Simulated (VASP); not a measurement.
The system is Ta3N2.

```
Ta N
1.0
     3.40261    0.00000    0.00000
    -1.70131    2.94675    0.00000
     0.00000    0.00000    7.39909
Ta N
3 2
Direct
  0.00000 0.00000 0.26140
  0.00000 0.00000 0.73860
  0.00000 0.00000 0.00000
  0.66667 0.33333 0.90051
  0.66667 0.33333 0.09949
```

```yaml
Program: VASP 6.6.1
Task: relaxation of cell and atoms
Functional: PBE
Potentials_or_basis: VASP PAW PBE potentials, release 64 (Ta_pv, N)
Cutoff: 600 eV
k_mesh: 6 × 6 × 4
Occupations: gaussian, width 0.1 eV
Spin: no spin polarisation
```

At the start: pressure 78.8 GPa; volume 14.84 Å³/atom.

How do energy, volume and symmetry change on relaxing?

Over 21 steps the energy falls by 4121.8 meV/atom and the volume is 12.91 Å³/atom (-13.0 %); space group P-6m2 (No. 187, to 0.05 Å).

The path:
```csv
step,energy change (eV),largest force (eV/Å),pressure (GPa),volume (Å³)
1,0.0000,22.9458,78.77,74.19
2,1.5921,5.0132,-28.17,164.29
3,-3.4836,4.5762,-32.73,141.97
4,-6.8900,3.3717,-35.65,127.11
5,-12.7688,1.4610,-35.48,99.52
6,-13.8644,5.1996,-21.97,86.58
7,-13.9063,4.2425,-27.07,89.59
8,-13.9213,4.5566,-25.63,88.65
9,-18.9579,3.5799,7.61,65.34
10,-19.1835,3.5377,-2.69,68.29
11,-20.4347,1.6664,5.14,63.91
12,-20.4958,0.8173,10.35,62.73
13,-20.4469,0.5836,-11.80,68.02
14,-20.5939,0.4449,-0.54,64.99
15,-20.5939,0.4459,-0.35,64.95
16,-20.6027,0.1300,-0.54,64.80
17,-20.6028,0.1343,-0.56,64.79
18,-20.6066,0.1098,0.86,64.41
19,-20.6068,0.1040,1.19,64.32
20,-20.6091,0.0476,0.29,64.51
21,-20.6091,0.0375,0.13,64.54
```

Final structure:
```
Ta N
1.0
     2.94156    0.00000    0.00000
    -1.47078    2.54746    0.00000
     0.00000    0.00000    8.61336
Ta N
3 2
Direct
  0.00000 0.00000 0.33741
  0.00000 0.00000 0.66259
  0.00000 0.00000 0.00000
  0.66667 0.33333 0.83519
  0.66667 0.33333 0.16481
```
